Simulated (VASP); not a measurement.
# InSe (r.A) in VASP: single point with r2SCAN+rVV10

Aim: the single point of InSe (r.A) with r2SCAN+rVV10.

All numbers are computed with VASP 6.6.1; they aren't measurements. Logs are shortened: lines on timing, memory, paths and dates and some standing lists are left out, and cuts for length are marked.

### Step 1. The cell of the first run

The cell holds a sheet with vacuum, 4 atoms: a = 4.050 Å, b = 4.050 Å, c = 19.360 Å, α = 90.00°, β = 90.00°, γ = 120.00°.

### Step 2. Single point, r2SCAN+rVV10

Contents of POSCAR:

```
InSe
1.0
    4.0500000000      0.0000000000      0.0000000000
   -2.0250000000      3.5074028853      0.0000000000
    0.0000000000      0.0000000000     19.3600000000
Se In
2 2
Direct
    0.6666670000      0.3333330000      0.3615702479
    0.6666670000      0.3333330000      0.6384297521
    0.3333330000      0.6666670000      0.4276859504
    0.3333330000      0.6666670000      0.5723140496
```

Contents of INCAR.step1:

```
ALGO = Normal ; DIPOL = 0.5 0.5 0.500
EDIFF = 1E-4 ; ENCUT = 520
GGA = PE ; IDIPOL = 3
ISMEAR = 0 ; LASPH = True
LCHARG = False ; LDIPOL = True
LREAL = False ; LWAVE = True
NBANDS = 27 ; NELM = 100
PREC = Accurate ; SIGMA = 0.03
```

Contents of INCAR.step2:

```
ALGO = Normal ; BPARAM = 11.95
CPARAM = 0.0093 ; DIPOL = 0.5 0.5 0.500
EDIFF = 1E-7 ; ENCUT = 520
IDIPOL = 3 ; ISIF = 2
ISMEAR = 0 ; ISTART = 1
IVDW_NL = 2 ; LASPH = True
LCHARG = False ; LDIPOL = True
LMIXTAU = True ; LREAL = False
LUSE_VDW = True ; LWAVE = False
METAGGA = R2SCAN ; NBANDS = 27
NELM = 100 ; PREC = Accurate
SIGMA = 0.03
```

Contents of KPOINTS:

```
k-points
0
Gamma
  12 12 1
```

Potentials or basis: VASP PAW PBE potentials, release 64 (Se, In_d).

On the command line:

```console
> cat potpaw_PBE.64/Se/POTCAR potpaw_PBE.64/In_d/POTCAR > POTCAR
> cp INCAR.step1 INCAR
> mpirun -np 1 vasp_std > vasp.out
> cp INCAR.step2 INCAR
> mpirun -np 1 vasp_std > vasp.out
```

OUTCAR:

```text
BPARAM = 11.95
   EDIFF = 1E-7
   ENCUT = 520
   ISIF = 2
   ISMEAR = 0
   ISTART = 1
   IVDW_NL = 2
   LASPH = True
   LREAL = False
   METAGGA = R2SCAN
   NELM = 100
   PREC = Accurate

 ion  position               nearest neighbor table
   1  0.667  0.333  0.362-   3 2.67   3 2.67   3 2.67
   2  0.667  0.333  0.638-   4 2.67   4 2.67   4 2.67
   3  0.333  0.667  0.428-   1 2.67   1 2.67   1 2.67   4 2.80
   4  0.333  0.667  0.572-   2 2.67   2 2.67   2 2.67   3 2.80

  LATTYP: Found a hexagonal cell.
 ALAT       =     4.0500000000
 C/A-ratio  =     4.7802469136

  Lattice vectors:

 A1 = (   4.0500000000,   0.0000000000,   0.0000000000)
 A2 = (  -2.0250000000,   3.5074028853,   0.0000000000)
 A3 = (   0.0000000000,   0.0000000000,  19.3600000000)

Analysis of symmetry for initial positions (statically):
=====================================================================
 Subroutine PRICEL returns:
 Original cell was already a primitive cell.

 Routine SETGRP: Setting up the symmetry group for a
 hexagonal supercell.

 Subroutine GETGRP returns: Found 12 space group operations
 (whereof 12 operations were pure point group operations)
 out of a pool of 24 trial point group operations.

The static configuration has the point symmetry D_3h.

Analysis of symmetry for dynamics (positions and initial velocities):
=====================================================================
 Subroutine PRICEL returns:
 Original cell was already a primitive cell.

 Routine SETGRP: Setting up the symmetry group for a
 hexagonal supercell.

 Subroutine GETGRP returns: Found 12 space group operations
 (whereof 12 operations were pure point group operations)
 out of a pool of 24 trial point group operations.

The dynamic configuration has the point symmetry D_3h.

 Subroutine INISYM returns: Found 12 space group operations
 (whereof 12 operations are pure point group operations),
 and found     1 'primitive' translations

----------------------------------------------------------------------------------------

                                     Primitive cell

  volume of cell :     275.0084

  direct lattice vectors                    reciprocal lattice vectors
     4.050000000  0.000000000  0.000000000     0.246913580  0.142555622  0.000000000
    -2.025000000  3.507402885  0.000000000     0.000000000  0.285111244  0.000000000
     0.000000000  0.000000000 19.360000000     0.000000000  0.000000000  0.051652893

  length of vectors
     4.050000000  4.050000000 19.360000000     0.285111244  0.285111244  0.051652893

  position of ions in fractional coordinates (direct lattice)
     0.666667000  0.333333000  0.361570248
     0.666667000  0.333333000  0.638429752
     0.333333000  0.666667000  0.427685950
     0.333333000  0.666667000  0.572314050

  ion indices of the primitive-cell ions
   primitive index   ion index
                 1           1
                 2           2
                 3           3
                 4           4

----------------------------------------------------------------------------------------

 KPOINTS: k-points

Automatic generation of k-mesh.
 Grid dimensions read from file:
 generate k-points for:   12   12    1

 Generating k-lattice:

  Cartesian coordinates                     Fractional coordinates (reciprocal lattice)
     0.020576132  0.011879635  0.000000000     0.083333333  0.000000000  0.000000000
     0.000000000  0.023759270  0.000000000     0.000000000  0.083333333  0.000000000
     0.000000000  0.000000000  0.051652893     0.000000000  0.000000000  1.000000000

  Length of vectors
     0.023759270  0.023759270  0.051652893

  Shift w.r.t. Gamma in fractional coordinates (k-lattice)
     0.000000000  0.000000000  0.000000000

 Subroutine IBZKPT returns following result:
 ===========================================

 Found     19 irreducible k-points:

 Following reciprocal coordinates:
            Coordinates               Weight
  0.000000  0.000000  0.000000      1.000000
  0.083333  0.000000  0.000000      6.000000
  0.166667  0.000000  0.000000      6.000000
  0.250000  0.000000  0.000000      6.000000
  0.333333  0.000000  0.000000      6.000000
  0.416667  0.000000  0.000000      6.000000
[... 11 lines left out ...]
  0.333333  0.250000  0.000000     12.000000
  0.333333  0.333333  0.000000      2.000000
   k-points           NKPTS =     19   k-points in BZ     NKDIM =     19   number of bands    NBANDS=     27
   number of dos      NEDOS =    301   number of ions     NIONS =      4
   total plane-waves  NPLWV = 129600
   dimension x,y,z NGX =    30 NGY =   30 NGZ =  144
   dimension x,y,z NGXF=    60 NGYF=   60 NGZF=  288
   ions per type =               2   2
   NGX,Y,Z   is equivalent  to a cutoff of  12.31, 12.31, 12.37 a.u.
   NGXF,Y,Z  is equivalent  to a cutoff of  24.63, 24.63, 24.73 a.u.
 SYSTEM =  unknown system
   PREC   = accura    normal or accurate (medium, high low for compatibility)
   ISTART =      1    job   : 0-new  1-cont  2-samecut
   ICHARG =      0    charge: 1-file 2-atom 10-const
   ISPIN  =      1    spin polarized calculation?
   LNONCOLLINEAR =      F non collinear calculations
   LSORBIT =      F    spin-orbit coupling
   LASPH  =      T    aspherical Exc in radial PAW
   ENCUT  =  520.0 eV  38.22 Ry    6.18 a.u.   7.53  7.53 36.00*2*pi/ulx,y,z
   NELM   =    100;   NELMIN=  2; NELMDL=  0     # of ELM steps
   EDIFF  = 0.1E-06   stopping-criterion for ELM
   LREAL  =      F    real-space projection
   EDIFFG = 0.1E-05   stopping-criterion for IOM
   NSW    =      0    number of steps for IOM
   IBRION =     -1    ionic relax: 0-MD 1-quasi-New 2-CG
   NFREE  =      0    steps in history (QN), initial steepest desc. (CG)
   ISIF   =      2    stress and relaxation
   ISYM   =      2    0-nonsym 1-usesym 2-fastsym
   POTIM  = 0.5000    time-step for ionic-motion
   TEBEG  =    0.0;   TEEND  =   0.0 temperature during run
   PSTRESS=    0.0 pullay stress
   NELECT =      38.0000    total number of electrons
   NUPDOWN=      -1.0000    fix difference up-down
   EMIN   =  10.00;   EMAX   =-10.00  energy-range for DOS
   EFERMI =   0.00;   METHOD = LEGACY
   ISMEAR =     0;   SIGMA  =   0.03  broadening in eV -4-tet -1-fermi 0-gaus
   EFERMI_NEDOS =   21; number of points for ismear=-14 and -15
   IALGO  =     38    algorithm
   IMIX   =      4    mixing-type and parameters
     AMIX     =   0.40;   BMIX     =  1.00
     AMIX_MAG =   1.60;   BMIX_MAG =  1.00
  volume/ion in A,a.u.               =      68.75       463.96
  Fermi-wavevector in a.u.,A,eV,Ry     =   0.846358  1.599384  9.746147  0.716322
  Thomas-Fermi vector in A             =   1.961692
   LORBIT       =      0    0 simple, 1 ext, 2 COOP (PROOUT), +10 PAW based schemes
   METAGGA = R2SCAN    functional components
   LHFCALC =     F    Hartree Fock is set to
   AEXX    =    0.0000 exact exchange contribution
   IVDW_NL    =     2    kernel type
   BPARAM     =11.9500
   IVDW    =     0    specifies the selected vdW correction
   LEPSILON=     F    determine dielectric tensor
   LRPA    =     F    only Hartree local field effects (RPA)
 non-spin polarized calculation
 Gauss-broadening in eV      SIGMA  =   0.03
  energy-cutoff  :      520.00
  volume of cell :      275.01
 maximum number of plane-waves:      7453
   NGX = 15   NGY = 15   NGZ = 71

 dipolmoment           0.000000      0.000000     -0.000000 electrons x Angstroem

 number of electron      38.0000008 magnetization

 dipolmoment           0.000000      0.000000      0.000000 electrons x Angstroem

 Free energy of the ion-electron system (eV)
  ---------------------------------------------------
  ext. energy  EPLUGINS =         0.00000000
  ---------------------------------------------------
  free energy    TOTEN  =       -75.14983223 eV

  energy without entropy =      -75.14983223  energy(sigma->0) =      -75.14983223

 E-fermi :  -2.1367     XC(G=0):  -4.4097

 val. band max:       -2.2712782104   @ k =   0.0833   0.0833   0.0000
 cond. band min:      -0.3562059075   @ k =   0.0000   0.0000   0.0000
 fundamental gap:      1.9150723028
 Fermi energy:        -2.1367257675

 k-point     1 :       0.0000    0.0000    0.0000
  band No.  band energies     occupation
      1     -16.7828      2.00000
      2     -16.5976      2.00000
      3     -16.5976      2.00000
      4     -16.5085      2.00000
      5     -16.5084      2.00000
      6     -16.4897      2.00000
[... 19 lines left out ...]
     26       4.4436      0.00000
     27       4.4437      0.00000

 k-point     2 :       0.0833    0.0000    0.0000
  band No.  band energies     occupation
      1     -16.7830      2.00000
      2     -16.6220      2.00000
      3     -16.5963      2.00000
      4     -16.5389      2.00000
      5     -16.5036      2.00000
      6     -16.4915      2.00000
[... 19 lines left out ...]
     26       4.3233      0.00000
     27       4.5990      0.00000

 k-point     3 :       0.1667    0.0000    0.0000
  band No.  band energies     occupation
      1     -16.7884      2.00000
      2     -16.6750      2.00000
      3     -16.6090      2.00000
      4     -16.5936      2.00000
      5     -16.4964      2.00000
      6     -16.4904      2.00000
[... 19 lines left out ...]
     26       4.4658      0.00000
     27       4.9914      0.00000

 k-point     4 :       0.2500    0.0000    0.0000
  band No.  band energies     occupation
      1     -16.8156      2.00000
      2     -16.7132      2.00000
      3     -16.6855      2.00000
      4     -16.5916      2.00000
      5     -16.5030      2.00000
      6     -16.4725      2.00000
[... 19 lines left out ...]
     26       4.6734      0.00000
     27       5.4432      0.00000

 k-point     5 :       0.3333    0.0000    0.0000
  band No.  band energies     occupation
      1     -16.8614      2.00000
      2     -16.7487      2.00000
      3     -16.7221      2.00000
      4     -16.5912      2.00000
      5     -16.5096      2.00000
      6     -16.4546      2.00000
[... 19 lines left out ...]
     26       5.0680      0.00000
     27       5.6671      0.00000

 k-point     6 :       0.4167    0.0000    0.0000
  band No.  band energies     occupation
      1     -16.8971      2.00000
      2     -16.7894      2.00000
      3     -16.7216      2.00000
      4     -16.5916      2.00000
      5     -16.5143      2.00000
      6     -16.4417      2.00000
[... 294 lines left out ...]
      1     -16.9087      2.00000
      2     -16.8071      2.00000
      3     -16.7208      2.00000
      4     -16.6034      2.00000
      5     -16.5043      2.00000
      6     -16.4445      2.00000
[... 19 lines left out ...]
     26       5.8374      0.00000
     27       6.4488      0.00000

 k-point    17 :       0.2500    0.2500    0.0000
  band No.  band energies     occupation
      1     -16.8947      2.00000
      2     -16.7934      2.00000
      3     -16.7220      2.00000
      4     -16.6056      2.00000
      5     -16.4985      2.00000
      6     -16.4510      2.00000
[... 19 lines left out ...]
     26       5.6672      0.00000
     27       5.8829      0.00000

 k-point    18 :       0.3333    0.2500    0.0000
  band No.  band energies     occupation
      1     -16.9078      2.00000
      2     -16.8092      2.00000
      3     -16.7207      2.00000
      4     -16.6099      2.00000
      5     -16.4950      2.00000
      6     -16.4486      2.00000
[... 19 lines left out ...]
     26       5.9960      0.00000
     27       6.1081      0.00000

 k-point    19 :       0.3333    0.3333    0.0000
  band No.  band energies     occupation
      1     -16.9106      2.00000
      2     -16.8136      2.00000
      3     -16.7203      2.00000
      4     -16.6130      2.00000
      5     -16.4899      2.00000
      6     -16.4532      2.00000
[... 19 lines left out ...]
     26       5.8141      0.00000
     27       6.2925      0.00000

------------------------ aborting loop because EDIFF is reached ----------------------------------------

 vacuum level on the upper side and lower side of the slab       (xc-potential included)         0.049         0.049

  FORCE on cell =-STRESS in cart. coord.  units (eV):
  Direction    XX          YY          ZZ          XY          YZ          ZX
  --------------------------------------------------------------------------------------
  -------------------------------------------------------------------------------------
  Total       -1.0117686     -1.0117686     -0.6336376      0.0000000      0.0000000      0.0000000
  in kB       -5.8944834     -5.8944834     -3.6915225      0.0000000      0.0000000      0.0000000
  external PRESSURE =      -5.1601631 kB  Pullay stress =       0.0000000 kB

 VOLUME and BASIS-vectors are now :
 -----------------------------------------------------------------------------
  energy-cutoff  :      520.00
  volume of cell :      275.01
      direct lattice vectors                 reciprocal lattice vectors
     4.050000000  0.000000000  0.000000000     0.246913580  0.142555622  0.000000000
    -2.025000000  3.507402885  0.000000000     0.000000000  0.285111244  0.000000000
     0.000000000  0.000000000 19.360000000     0.000000000  0.000000000  0.051652893

 POSITION                                       TOTAL-FORCE (eV/Angst)
 -----------------------------------------------------------------------------------
      2.02500      1.16913      7.00000        -0.000000      0.000000      0.162100
      2.02500      1.16913     12.36000        -0.000000      0.000000     -0.162100
     -0.00000      2.33827      8.28000         0.000000      0.000000     -0.104178
     -0.00000      2.33827     11.08000         0.000000      0.000000      0.104178
 -----------------------------------------------------------------------------------
    total drift:                                0.000262     -0.000151      0.000000

  FREE ENERGIE OF THE ION-ELECTRON SYSTEM (eV)
  ---------------------------------------------------
  free  energy   TOTEN  =       -75.1498322328 eV

  energy  without entropy=      -75.1498322328  energy(sigma->0) =      -75.14983223

 vacuum level on the upper side and lower side of the slab         4.051         4.051
```

Wall time 29 min (1 thread of Intel Xeon Platinum 8259CL at 2.50GHz (Skylake/Cascade Lake), shared host); peak memory 0.9 GiB.

What came out:

| Item | Value |
| --- | --- |
| Free energy | -75.1498 eV |
| Largest force | 0.162 eV/Å |
| Band gap on the k mesh | 1.92 eV, indirect (least direct gap 1.98 eV) |

Forces on the atoms (eV/Å):
```
Se   0.000  0.000  0.162
Se   0.000  0.000 -0.162
In   0.000  0.000 -0.104
In   0.000  0.000  0.104
```

Caveat: the PAW data sets were made with another functional, which shifts forces and pressure a little; spin-orbit coupling is left out, which moves the levels of the heavy elements.
